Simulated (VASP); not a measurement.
# ScAl3 (Pm-3m) in VASP: a series of runs

The runs below take ScAl3 through single point, relaxation of cell and atoms, with PBEsol.

All numbers are computed with VASP 6.6.1; they aren't measurements. Logs are shortened: lines on timing, memory, paths and dates and some standing lists are left out, and cuts for length are marked.

### 1 The cell of the first run

The structure is cubic, space group Pm-3m (No. 221). Conventional cell: a = 4.074 Å, b = 4.074 Å, c = 4.074 Å, α = 90.00°, β = 90.00°, γ = 90.00°. Sc (site symmetry m-3m) has 12 Al at 2.88 Å within 3.8 Å. Al (site symmetry 4/mmm) has 4 Sc at 2.88 Å and 8 Al at 2.88 Å within 3.8 Å.

### 2 Single point, PBEsol

INCAR reads:

```
SYSTEM = ScAl3
ALGO     = Normal         ! electronic algorithm
EDIFF    = 1E-6           ! SCF threshold, eV
ENCUT    = 520            ! plane-wave cutoff, eV
GGA      = PS             ! functional
ISIF     = 2              ! what is computed and relaxed
ISMEAR   = -1             ! smearing method
LASPH    = .True.         ! aspherical terms in the spheres
LCHARG   = .False.        ! write CHGCAR
LREAL    = .False.        ! projectors in reciprocal space
LWAVE    = .False.        ! write WAVECAR
NBANDS   = 18             ! bands
NELM     = 100            ! most SCF steps
PREC     = Accurate       ! precision mode
SIGMA    = 0.15           ! smearing width, eV
```

KPOINTS reads:

```
k-points
0
Gamma
  12 12 12
  0 0 0
```

POSCAR reads:

```
ScAl3
1.0
    4.0736970354      0.0000000000      0.0000000000
    0.0000000000      4.0736970354      0.0000000000
    0.0000000000      0.0000000000      4.0736970354
Sc Al
1 3
Direct
    0.0000000000      0.0000000000      0.0000000000
    0.5000000000      0.0000000000      0.5000000000
    0.0000000000      0.5000000000      0.5000000000
    0.5000000000      0.5000000000      0.0000000000
```

Potentials or basis: VASP PAW PBE potentials, release 64 (Sc_sv, Al).

Launch:

```sh
> cat potpaw_PBE.64/Sc_sv/POTCAR potpaw_PBE.64/Al/POTCAR > POTCAR
> mpirun -np 1 vasp_std > vasp.out
```

OUTCAR:

```text
SYSTEM = ScAl3
   EDIFF = 1E-6
   ENCUT = 520
   GGA = PS
   ISIF = 2
   ISMEAR = -1
   LASPH = .True.
   LREAL = .False.
   NELM = 100
   PREC = Accurate

 ion  position               nearest neighbor table
   1  0.000  0.000  0.000-   2 2.88   3 2.88   4 2.88   2 2.88   3 2.88   3 2.88   4 2.88   3 2.88
                             2 2.88   4 2.88   2 2.88   4 2.88
   2  0.500  0.000  0.500-   1 2.88   3 2.88   4 2.88   1 2.88   4 2.88   3 2.88   4 2.88   4 2.88
                             1 2.88   3 2.88   1 2.88   3 2.88
   3  0.000  0.500  0.500-   1 2.88   2 2.88   4 2.88   1 2.88   4 2.88   1 2.88   2 2.88   1 2.88
                             2 2.88   4 2.88   4 2.88   2 2.88
   4  0.500  0.500  0.000-   1 2.88   2 2.88   3 2.88   2 2.88   3 2.88   1 2.88   2 2.88   2 2.88
                             1 2.88   3 2.88   3 2.88   1 2.88

  LATTYP: Found a simple cubic cell.
 ALAT       =     4.0736970354

  Lattice vectors:

 A1 = (   4.0736970354,   0.0000000000,   0.0000000000)
 A2 = (   0.0000000000,   4.0736970354,   0.0000000000)
 A3 = (   0.0000000000,   0.0000000000,   4.0736970354)

Analysis of symmetry for initial positions (statically):
=====================================================================
 Subroutine PRICEL returns:
 Original cell was already a primitive cell.

 Routine SETGRP: Setting up the symmetry group for a
 simple cubic supercell.

 Subroutine GETGRP returns: Found 48 space group operations
 (whereof 48 operations were pure point group operations)
 out of a pool of 48 trial point group operations.

The static configuration has the point symmetry O_h .

Analysis of symmetry for dynamics (positions and initial velocities):
=====================================================================
 Subroutine PRICEL returns:
 Original cell was already a primitive cell.

 Routine SETGRP: Setting up the symmetry group for a
 simple cubic supercell.

 Subroutine GETGRP returns: Found 48 space group operations
 (whereof 48 operations were pure point group operations)
 out of a pool of 48 trial point group operations.

The dynamic configuration has the point symmetry O_h .

 Subroutine INISYM returns: Found 48 space group operations
 (whereof 48 operations are pure point group operations),
 and found     1 'primitive' translations

----------------------------------------------------------------------------------------

                                     Primitive cell

  volume of cell :      67.6030

  direct lattice vectors                    reciprocal lattice vectors
     4.073697035  0.000000000  0.000000000     0.245477263  0.000000000  0.000000000
     0.000000000  4.073697035  0.000000000     0.000000000  0.245477263  0.000000000
     0.000000000  0.000000000  4.073697035     0.000000000  0.000000000  0.245477263

  length of vectors
     4.073697035  4.073697035  4.073697035     0.245477263  0.245477263  0.245477263

  position of ions in fractional coordinates (direct lattice)
     0.000000000  0.000000000  0.000000000
     0.500000000  0.000000000  0.500000000
     0.000000000  0.500000000  0.500000000
     0.500000000  0.500000000  0.000000000

  ion indices of the primitive-cell ions
   primitive index   ion index
                 1           1
                 2           2
                 3           3
                 4           4

----------------------------------------------------------------------------------------

 KPOINTS: k-points

Automatic generation of k-mesh.
 Grid dimensions read from file:
 generate k-points for:   12   12   12

 Generating k-lattice:

  Cartesian coordinates                     Fractional coordinates (reciprocal lattice)
     0.020456439  0.000000000  0.000000000     0.083333333  0.000000000  0.000000000
     0.000000000  0.020456439  0.000000000     0.000000000  0.083333333  0.000000000
     0.000000000  0.000000000  0.020456439     0.000000000  0.000000000  0.083333333

  Length of vectors
     0.020456439  0.020456439  0.020456439

  Shift w.r.t. Gamma in fractional coordinates (k-lattice)
     0.000000000  0.000000000  0.000000000

 Subroutine IBZKPT returns following result:
 ===========================================

 Found     84 irreducible k-points:

 Following reciprocal coordinates:
            Coordinates               Weight
  0.000000  0.000000  0.000000      1.000000
  0.083333  0.000000  0.000000      6.000000
  0.166667  0.000000  0.000000      6.000000
  0.250000  0.000000  0.000000      6.000000
  0.333333  0.000000  0.000000      6.000000
  0.416667  0.000000  0.000000      6.000000
[... 16 lines left out ...]
  0.333333  0.333333  0.000000     12.000000
  0.416667  0.333333  0.000000     24.000000
 [... further k-points ...]
   k-points           NKPTS =     84   k-points in BZ     NKDIM =     84   number of bands    NBANDS=     18
   number of dos      NEDOS =    301   number of ions     NIONS =      4
   total plane-waves  NPLWV =  27000
   dimension x,y,z NGX =    30 NGY =   30 NGZ =   30
   dimension x,y,z NGXF=    60 NGYF=   60 NGZF=   60
   ions per type =               1   3
   NGX,Y,Z   is equivalent  to a cutoff of  12.24, 12.24, 12.24 a.u.
   NGXF,Y,Z  is equivalent  to a cutoff of  24.49, 24.49, 24.49 a.u.
 SYSTEM =  ScAl3
   PREC   = accura    normal or accurate (medium, high low for compatibility)
   ISTART =      0    job   : 0-new  1-cont  2-samecut
   ICHARG =      2    charge: 1-file 2-atom 10-const
   ISPIN  =      1    spin polarized calculation?
   LNONCOLLINEAR =      F non collinear calculations
   LSORBIT =      F    spin-orbit coupling
   LASPH  =      T    aspherical Exc in radial PAW
   ENCUT  =  520.0 eV  38.22 Ry    6.18 a.u.   7.57  7.57  7.57*2*pi/ulx,y,z
   NELM   =    100;   NELMIN=  2; NELMDL= -5     # of ELM steps
   EDIFF  = 0.1E-05   stopping-criterion for ELM
   LREAL  =      F    real-space projection
   EDIFFG = 0.1E-04   stopping-criterion for IOM
   NSW    =      0    number of steps for IOM
   IBRION =     -1    ionic relax: 0-MD 1-quasi-New 2-CG
   NFREE  =      0    steps in history (QN), initial steepest desc. (CG)
   ISIF   =      2    stress and relaxation
   ISYM   =      2    0-nonsym 1-usesym 2-fastsym
   POTIM  = 0.5000    time-step for ionic-motion
   TEBEG  =    0.0;   TEEND  =   0.0 temperature during run
   PSTRESS=    0.0 pullay stress
   NELECT =      20.0000    total number of electrons
   NUPDOWN=      -1.0000    fix difference up-down
   EMIN   =  10.00;   EMAX   =-10.00  energy-range for DOS
   EFERMI =   0.00;   METHOD = LEGACY
   ISMEAR =    -1;   SIGMA  =   0.15  broadening in eV -4-tet -1-fermi 0-gaus
   EFERMI_NEDOS =   21; number of points for ismear=-14 and -15
   IALGO  =     38    algorithm
   IMIX   =      4    mixing-type and parameters
     AMIX     =   0.40;   BMIX     =  1.00
     AMIX_MAG =   1.60;   BMIX_MAG =  1.00
  volume/ion in A,a.u.               =      16.90       114.05
  Fermi-wavevector in a.u.,A,eV,Ry     =   1.090844  2.061397 16.190134  1.189941
  Thomas-Fermi vector in A             =   2.227077
   LORBIT       =      0    0 simple, 1 ext, 2 COOP (PROOUT), +10 PAW based schemes
   GGA     = PS    functional components
   LHFCALC =     F    Hartree Fock is set to
   AEXX    =    0.0000 exact exchange contribution
   IVDW    =     0    specifies the selected vdW correction
   LEPSILON=     F    determine dielectric tensor
   LRPA    =     F    only Hartree local field effects (RPA)
 non-spin polarized calculation
  energy-cutoff  :      520.00
  volume of cell :       67.60
 maximum number of plane-waves:      1856
   NGX = 15   NGY = 15   NGZ = 15

 number of electron      19.9999997 magnetization

 Free energy of the ion-electron system (eV)
  ---------------------------------------------------
  ext. energy  EPLUGINS =         0.00000000
  ---------------------------------------------------
  free energy    TOTEN  =       -20.81304877 eV

  energy without entropy =      -20.71455142  energy(sigma->0) =      -20.76380009

 E-fermi :   7.2953     XC(G=0): -10.5396

 val. band max:        7.2648358315   @ k =   0.2500   0.0833   0.0000
 cond. band min:       7.3112218313   @ k =   0.3333   0.2500   0.0000
 fundamental gap:      0.0463859999
 Fermi energy:         7.2952918771

 k-point     1 :       0.0000    0.0000    0.0000
  band No.  band energies     occupation
      1     -41.4186      2.00000
      2     -20.2213      2.00000
      3     -20.2213      2.00000
      4     -20.2213      2.00000
      5      -2.7797      2.00000
      6       4.6552      2.00000
[... 10 lines left out ...]
     17      12.6523      0.00000
     18      12.6523      0.00000

 k-point     2 :       0.0833    0.0000    0.0000
  band No.  band energies     occupation
      1     -41.4185      2.00000
      2     -20.2236      2.00000
      3     -20.2211      2.00000
      4     -20.2211      2.00000
      5      -2.7150      2.00000
      6       4.0677      2.00000
[... 10 lines left out ...]
     17      12.7115      0.00000
     18      12.7115      0.00000

 k-point     3 :       0.1667    0.0000    0.0000
  band No.  band energies     occupation
      1     -41.4183      2.00000
      2     -20.2300      2.00000
      3     -20.2206      2.00000
      4     -20.2206      2.00000
      5      -2.5221      2.00000
      6       3.1226      2.00000
[... 10 lines left out ...]
     17      12.7020      0.00000
     18      12.7020      0.00000

 k-point     4 :       0.2500    0.0000    0.0000
  band No.  band energies     occupation
      1     -41.4179      2.00000
      2     -20.2388      2.00000
      3     -20.2199      2.00000
      4     -20.2199      2.00000
      5      -2.2056      2.00000
      6       2.1503      2.00000
[... 375 lines left out ...]
      4     -20.2172      2.00000
      5      -0.4348      2.00000
      6       0.5099      2.00000
[... 10 lines left out ...]
     17      12.5168      0.00000
     18      12.6274      0.00000

 k-point    23 :       0.3333    0.3333    0.0000
  band No.  band energies     occupation
      1     -41.4165      2.00000
      2     -20.2447      2.00000
      3     -20.2438      2.00000
      4     -20.2172      2.00000
      5      -0.8513      2.00000
      6       2.0442      2.00000
[... 10 lines left out ...]
     17      11.6678      0.00000
     18      13.6619      0.00000

 k-point    24 :       0.4167    0.3333    0.0000
  band No.  band energies     occupation
      1     -41.4163      2.00000
      2     -20.2503      2.00000
      3     -20.2434      2.00000
      4     -20.2167      2.00000
      5      -0.3950      2.00000
      6       1.3186      2.00000
[... 10 lines left out ...]
     17      11.7576      0.00000
     18      13.2997      0.00000

 [... further k-points ...]
[... 5 lines left out ...]
  --------------------------------------------------------------------------------------
  -------------------------------------------------------------------------------------
  Total        0.0453784      0.0453784      0.0453784     -0.0000000      0.0000000     -0.0000000
  in kB        1.0754575      1.0754575      1.0754575     -0.0000000      0.0000000     -0.0000000
  external PRESSURE =       1.0754575 kB  Pullay stress =       0.0000000 kB

 VOLUME and BASIS-vectors are now :
 -----------------------------------------------------------------------------
  energy-cutoff  :      520.00
  volume of cell :       67.60
      direct lattice vectors                 reciprocal lattice vectors
     4.073697035  0.000000000  0.000000000     0.245477263  0.000000000  0.000000000
     0.000000000  4.073697035  0.000000000     0.000000000  0.245477263  0.000000000
     0.000000000  0.000000000  4.073697035     0.000000000  0.000000000  0.245477263

 POSITION                                       TOTAL-FORCE (eV/Angst)
 -----------------------------------------------------------------------------------
      0.00000      0.00000      0.00000         0.000000      0.000000      0.000000
      2.03685      0.00000      2.03685         0.000000      0.000000      0.000000
      0.00000      2.03685      2.03685         0.000000      0.000000      0.000000
      2.03685      2.03685      0.00000         0.000000      0.000000      0.000000
 -----------------------------------------------------------------------------------
    total drift:                                0.000000     -0.000000      0.000000

  FREE ENERGIE OF THE ION-ELECTRON SYSTEM (eV)
  ---------------------------------------------------
  free  energy   TOTEN  =       -20.8130487682 eV

  energy  without entropy=      -20.7145514160  energy(sigma->0) =      -20.76380009
```

It took 54 s on 1 thread of Intel Xeon Platinum 8488C (Sapphire Rapids), shared host; peak memory 0.23 GiB.

What came out:

- Free energy: -20.8130 eV
- Pressure: 0.1 GPa
- Band gap on the k mesh: zero (bands 10 and 11 overlap by 3.90 eV)

Caveat: the PAW data sets were made with another functional, which shifts forces and pressure a little.

### 3 Relaxation of cell and atoms, PBEsol

INCAR reads:

```
SYSTEM = ScAl3
PREC = Accurate
ENCUT = 600
EDIFF = 1E-7
ISMEAR = -1
SIGMA = 0.15
LREAL = .FALSE.
LASPH = .TRUE.
NELM = 100
ALGO = Normal
ISIF = 3
LWAVE = .FALSE.
LCHARG = .FALSE.
GGA = PS
IBRION = 2
NSW = 80
EDIFFG = -0.001
```

KPOINTS reads:

```
regular mesh
0
G
  12 12 12
  0 0 0
```

POSCAR reads:

```
ScAl3
1.0
    4.0709863541      0.0000000000      0.0000000000
    0.0000000000      4.0709863541      0.0000000000
    0.0000000000      0.0000000000      4.0709863541
Sc Al
1 3
Direct
    0.0000000000      0.0000000000      0.0000000000
    0.5000000000      0.0000000000      0.5000000000
    0.0000000000      0.5000000000      0.5000000000
    0.5000000000      0.5000000000      0.0000000000
```

Potentials or basis: VASP PAW PBE potentials, release 64 (Sc_sv, Al).

Launch:

```sh
> cat potpaw_PBE.64/Sc_sv/POTCAR potpaw_PBE.64/Al/POTCAR > POTCAR
> mpirun -np 1 vasp_std > vasp.out
```

Run time: 2.1 min. Hardware: 1 thread of Intel Xeon Platinum 8488C (Sapphire Rapids), shared host; peak memory 0.27 GiB.

It converged, with:

| Item | Value |
| --- | --- |
| Free energy | -20.8139 eV |
| Relaxed volume | 16.93 Å³/atom |
| Relaxed cell | a = 4.076 Å, b = 4.076 Å, c = 4.076 Å, α = 90.00°, β = 90.00°, γ = 90.00° |
| Space group after relaxing (to 0.1 Å) | Pm-3m (No. 221) |
| Energy gained by relaxing | 0.1 meV/atom |
| Ionic steps | 3 |
| Pressure after relaxing | 0.0 GPa |
| Band gap on the k mesh | zero (bands 10 and 11 overlap by 3.89 eV) |

The path:
| step | energy change (eV) | largest force (eV/Å) | pressure (GPa) | volume (Å³) |
| --- | --- | --- | --- | --- |
| 1 | 0.0000 | 0.0000 | 0.33 | 67.47 |
| 2 | -0.0002 | 0.0000 | -0.13 | 67.81 |
| 3 | -0.0002 | 0.0000 | 0.00 | 67.71 |

Final structure:
```cif
data_structure
_symmetry_space_group_name_H-M 'P 1'
_symmetry_Int_Tables_number 1
_cell_length_a 4.0758
_cell_length_b 4.0758
_cell_length_c 4.0758
_cell_angle_alpha 90.000
_cell_angle_beta 90.000
_cell_angle_gamma 90.000
_cell_volume 67.71
loop_
_atom_site_label
_atom_site_type_symbol
_atom_site_fract_x
_atom_site_fract_y
_atom_site_fract_z
_atom_site_occupancy
Sc1 Sc 0.00000 0.00000 0.00000 1
Al1 Al 0.50000 0.00000 0.50000 1
Al2 Al 0.00000 0.50000 0.50000 1
Al3 Al 0.50000 0.50000 0.00000 1
```

Levels at points of the mesh, in eV from the Fermi level:
```tsv
k point	band 7	band 8	band 9	band 10	band 11	band 12	band 13	band 14
(0.00, 0.00, 0.00)	-2.64	-1.80	-1.80	-1.80	1.22	1.30	1.30	1.30
(0.50, 0.00, 0.00)	-1.73	-1.73	-1.51	0.93	1.02	1.02	1.35	1.64
(0.50, 0.50, 0.00)	-5.63	-4.39	-0.55	-0.55	1.21	1.38	2.08	2.51
(0.50, 0.50, 0.50)	-4.80	-4.50	-2.96	-2.96	-2.96	0.94	2.62	2.62
```

Caveat: the PAW data sets were made with another functional, which shifts forces and pressure a little.
